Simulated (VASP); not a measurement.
A run of VASP 6.6.1 is set up as follows.

INCAR

```
PREC = Accurate
ENCUT = 500
EDIFF = 1E-6
ISMEAR = 0
SIGMA = 0.05
LREAL = F
LASPH = T
NELM = 120
ALGO = Normal
ISIF = 2
LWAVE = F
LCHARG = T
GGA = PE
IVDW = 12
LELF = T
LVHAR = T
NBANDS = 14
GGA_COMPAT = F
```

File KPOINTS:

```
regular mesh
0
Gamma
  8 8 8
```

File POSCAR:

```
ZrB
1.0
    0.0000000000      2.4145111582      2.4145111582
    2.4145111582      0.0000000000      2.4145111582
    2.4145111582      2.4145111582      0.0000000000
Zr B
1 1
Direct
    0.5000000000      0.5000000000      0.5000000000
    0.0000000000      0.0000000000      0.0000000000
```

Potentials or basis: VASP PAW PBE potentials, release 64 (Zr_sv, B).

The run is started by

```console
$ cat potpaw_PBE.64/Zr_sv/POTCAR potpaw_PBE.64/B/POTCAR > POTCAR
$ mpirun -np 1 vasp_std > vasp.out
```

(1) Predict the band gap on the k mesh.

(2) Estimate the pressure.

(3) What does it give for the dispersion energy per atom?

Results:

(1) zero (an odd number of electrons rules out a gap without spin polarisation).

(2) 3.6 GPa.

(3) -0.400 eV.

Caveat: the cell stands under pressure.
